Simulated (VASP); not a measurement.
The system is TiB2.

```xyz
3
Lattice="3.0292 0.0000 0.0000 -1.5146 2.6234 0.0000 0.0000 0.0000 3.2284" Properties=species:S:1:pos:R:3 pbc="T T T"
Ti    0.0000    0.0000    0.0000
B     0.0000    1.7489    1.6142
B     1.5146    0.8745    1.6142
```

| Property | Result |
| --- | --- |
| Program | VASP 6.6.1 |
| Task | relaxation of cell and atoms |
| Functional | PBEsol |
| Potentials or basis | VASP PAW PBE potentials, release 64 (Ti_sv, B) |
| Cutoff | 500 eV |
| k mesh | 12 × 12 × 10 |
| Occupations | fermi-dirac, width 0.1 eV |
| Spin | no spin polarisation |

At the start: pressure -4.8 GPa; volume 8.55 Å³/atom.

Q: How do energy, volume and symmetry change on relaxing?

A: Over 4 steps the energy falls by 3.0 meV/atom and the volume is 8.38 Å³/atom (-2.0 %); space group P6/mmm (No. 191, to 0.05 Å).

Step by step:
```
step  energy change (eV)  largest force (eV/Å)  pressure (GPa)  volume (Å³)
   1              0.0000                0.0000           -4.76        25.66
   2             -0.0025                0.0000            4.82        24.72
   3             -0.0084                0.0000            0.31        25.14
   4             -0.0091                0.0000           -0.01        25.15
```

Final structure:
```cif
data_structure
_symmetry_space_group_name_H-M 'P 1'
_symmetry_Int_Tables_number 1
_cell_length_a 3.0190
_cell_length_b 3.0190
_cell_length_c 3.1862
_cell_angle_alpha 90.000
_cell_angle_beta 90.000
_cell_angle_gamma 120.000
_cell_volume 25.15
loop_
_atom_site_label
_atom_site_type_symbol
_atom_site_fract_x
_atom_site_fract_y
_atom_site_fract_z
_atom_site_occupancy
Ti1 Ti 0.00000 0.00000 0.00000 1
B1 B 0.33333 0.66667 0.50000 1
B2 B 0.66667 0.33333 0.50000 1
```

Caveat: the PAW data sets were made with another functional, which shifts forces and pressure a little.
